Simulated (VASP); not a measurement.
Fe: single point with PBEsol

The system is Fe.

```
CELL_PARAMETERS angstrom
-1.33589 1.33589 1.33589
1.33589 -1.33589 1.33589
1.33589 1.33589 -1.33589
ATOMIC_POSITIONS crystal
Fe 0.00000 0.00000 0.00000
```

```
Program                : VASP 6.6.1
Task                   : single point
Functional             : PBEsol
Potentials or basis    : VASP PAW PBE potentials, release 64 (Fe)
Cutoff                 : 520 eV
k mesh                 : 26 × 26 × 26
Occupations            : fermi-dirac, width 0.05 eV
Spin                   : collinear spin, ferromagnetic start
Starting moments       : [2.132] μB
Dipole correction      : no
Further INCAR settings : ALGO = Normal; EDIFF = 1e-07; NBANDS = 14
```

| Property | Result |
| --- | --- |
| Pressure | 38.1 GPa |
| Net moment | 1.90 μB per cell |
| Site moments | Fe +1.86 μB |
| Valence electrons inside the program's atomic spheres | Fe 7.71 |

Levels at points of the mesh, in eV from the Fermi level:
Spin up:
| k point | band 3 | band 4 | band 5 | band 6 | band 7 | band 8 |
| --- | --- | --- | --- | --- | --- | --- |
| (0.00, 0.00, 0.00) | -2.76 | -2.76 | -1.09 | -1.09 | 26.55 | 26.55 |
| (0.50, 0.00, 0.00) | -1.00 | -0.81 | 0.33 | 0.78 | 9.00 | 19.68 |
| (0.50, 0.50, 0.50) | 0.42 | 0.42 | 0.42 | 11.10 | 11.10 | 11.10 |
Spin down:
```
           k point  band 1  band 2  band 3  band 4  band 5  band 6
(0.00, 0.00, 0.00)   -9.39   -1.13   -1.13   -1.13    1.30    1.30
(0.50, 0.00, 0.00)   -4.94   -2.75    0.61    1.19    1.64    2.68
(0.50, 0.50, 0.50)   -4.53   -4.53    2.29    2.29    2.29   11.47
```

It took 56 s on 1 thread of Intel(R) Xeon(R) 6975P-C (Granite Rapids), on a shared host, peak memory 0.21 GiB.

Caveat: the cell stands under pressure; the PAW data sets were made with another functional, which shifts forces and pressure a little.
